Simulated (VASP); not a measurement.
A run of VASP 6.6.1 is set up as follows.

File INCAR:

```
SYSTEM = HfO2
PREC = Accurate
ENCUT = 520
EDIFF = 1E-7
ISMEAR = 0
SIGMA = 0.05
LREAL = .False.
LASPH = .True.
NELM = 100
ALGO = Normal
ISIF = 2
LWAVE = .False.
LCHARG = .False.
GGA = PE
NBANDS = 56
```

KPOINTS

```
regular mesh
0
Gamma
  6 6 2
  0 0 0
```

POSCAR

```
HfO2
1.0
   -3.6043047991      0.0000000000      0.0000000000
    0.0000000000     -3.6043047991      0.0000000000
   -0.3002385898      0.3002385898     10.5279346079
Hf O
4 8
Direct
    0.4831983900      0.5168016100      0.2017000000
    0.4415483900      0.5584516100      0.7017000000
    0.9623733900      1.0376266100      0.4517000000
    0.9207233900      1.0792766100      0.9517000000
   -0.0248505597      0.5248505597      0.2983260466
   -0.0665005597      0.5665005597      0.7983260466
    0.4704223397      0.0295776603      0.3550739534
    0.4287723397      0.0712276603      0.8550739534
    0.4912473397      0.0087526603      0.1050739534
    0.4495973397      0.0504026603      0.6050739534
   -0.0040255597      0.5040255597      0.0483260466
   -0.0456755597      0.5456755597      0.5483260466
```

Potentials or basis: VASP PAW PBE potentials, release 64 (Hf_pv, O).

Launch:

```sh
$ cat potpaw_PBE.64/Hf_pv/POTCAR potpaw_PBE.64/O/POTCAR > POTCAR
$ mpirun -np 1 vasp_std > vasp.out
```

Problem. What does it give for the largest force?

Solution. 4.244 eV/Å.

Problem. What does it give for the pressure?

Solution. -0.2 GPa.

Problem. What does it give for the band gap on the k mesh?

Solution. 4.54 eV.

Forces in eV/Å, atoms in the order of the input:
```
Hf   0.090 -0.124  0.284
Hf   0.004  0.022  0.189
Hf   0.000 -0.001  0.153
Hf   0.409  3.604 -2.203
O    0.011  0.010 -0.143
O    0.101  0.323 -0.014
O    0.014 -0.003 -0.030
O   -0.334 -0.056  0.004
O   -0.255 -0.139  0.244
O    0.000  0.006 -0.031
O   -0.042 -3.636  1.667
O    0.001 -0.007 -0.119
```

Caveat: spin-orbit coupling is left out, which moves the levels of the heavy elements; forces of over 1 eV/Å act on the atoms, so gaps and moduli don't describe the material at rest. A k mesh can miss the band edges.
